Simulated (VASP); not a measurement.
Input of a VASP 6.6.1 run:

INCAR

```
  PREC = Accurate
  ENCUT = 520
  EDIFF = 1E-6
  ISMEAR = 0
  SIGMA = 0.15
  LREAL = F
  LASPH = T
  NELM = 60
  ALGO = Fast
  ISIF = 2
  LWAVE = F
  LCHARG = T
  GGA = PS
  LELF = T
  LVHAR = T
  NBANDS = 34
```

KPOINTS

```
regular mesh
0
Gamma
  10 10 10
```

POSCAR

```
Ga
1.0
    2.2350478178     -3.7986615528      0.0000000000
    2.2350478178      3.7986615528      0.0000000000
    0.0000000000      0.0000000000      4.2652873141
Ga
4
Direct
    0.1559156097      0.8440843903      0.0832479706
    0.6559156097      0.3440843903      0.4167520294
    0.8440843903      0.1559156097      0.9167520294
    0.3440843903      0.6559156097      0.5832479706
```

Potentials or basis: VASP PAW PBE potentials, release 64 (Ga_d).

The run is started by

```sh
$ cat potpaw_PBE.64/Ga_d/POTCAR > POTCAR
$ mpirun -np 1 vasp_std > vasp.out
```

(1) What does it give for the pressure?

(2) What does it give for the band gap on the k mesh?

(3) What does it give for the largest force?

## Answers

(1) 3.9 GPa.

(2) zero (bands 26 and 27 overlap by 1.53 eV).

(3) 0.243 eV/Å.

Caveat: the cell differs from its parent crystal (engineering shear strain xz +0.0000, normal strain along z -0.0500); the stress differs along the axes, from 1 to 6 GPa; the PAW data sets were made with another functional, which shifts forces and pressure a little.
